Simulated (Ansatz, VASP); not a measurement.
**SnH5: VASP beside Ansatz**

File INCAR:

```
PREC = Accurate
ENCUT = 520
EDIFF = 1E-6
ISMEAR = 0
SIGMA = 0.1
LREAL = F
LASPH = T
NELM = 80
ALGO = Normal
ISIF = 2
LWAVE = F
LCHARG = T
GGA = PE
LELF = T
LVHAR = T
NBANDS = 18
```

File KPOINTS:

```
Automatic mesh
0
Gamma
  6 6 6
```

Contents of POSCAR:

```
SnH5
1.0
   -2.5027782600      2.5027782600      2.7652458300
    2.5027782600     -2.5027782600      2.7652458300
    2.5027782600      2.5027782600     -2.7652458300
Sn H
1 5
Direct
    0.5000000000      0.5000000000      0.0000000000
    0.7500000000      0.2500000000      0.5000000000
    0.2500000000      0.7500000000      0.5000000000
    0.0000000000      0.0000000000      0.0000000000
    0.7682171900      0.7682171900      0.0000000000
    0.2317828100      0.2317828100      0.0000000000
```

Input for Ansatz:

```yaml
crystal:
  lattice:
    - [-2.50277826, 2.50277826, 2.76524583]
    - [2.50277826, -2.50277826, 2.76524583]
    - [2.50277826, 2.50277826, -2.76524583]
  atoms:
    - { symbol: Sn, position: [0.5, 0.5, 0.0] }
    - { symbol: H, position: [0.75, 0.25, 0.5] }
    - { symbol: H, position: [0.25, 0.75, 0.5] }
    - { symbol: H, position: [0.0, 0.0, 0.0] }
    - { symbol: H, position: [0.76821719, 0.76821719, 0.0] }
    - { symbol: H, position: [0.23178281, 0.23178281, 0.0] }
basis:
  ecutwfc: 420
kpoints:
  mp_grid: { grid: [6, 6, 6] }
hamiltonian:
  xc: pbe
scf:
  occupations: { method: gaussian, width: 0.1 }
  lower_state_search: "off"
output:
  forces: true
  stress: true
  eigenvalues: true
```

Alike in both runs: task single point; functional PBE; k mesh 6 × 6 × 6; occupations gaussian, width 0.1 eV; no spin polarisation.

```csv
,VASP,Ansatz
version,VASP 6.6.1,Ansatz 0.2.0
potentials or method,"VASP PAW PBE potentials, release 64 (Sn_d, H), cutoff 520 eV","scalar-relativistic, plane waves, PAW"
valence electrons in the cell,19,19
```

```tsv
	VASP	Ansatz	Ansatz less VASP
gap on the k mesh at the Fermi level (eV)	none	none	-
pressure (GPa)	4.8	5.4	+0.53
traceless stress, the component that is largest in VASP (GPa)	25.74	26.51	+0.765
rms of the force components (eV/Å)	2.251	2.307	+0.0565
```

Atom by atom the forces differ by 0.057 eV/Å (rms over components). A gap of «none» marks a metal or a gap that the smearing closes.
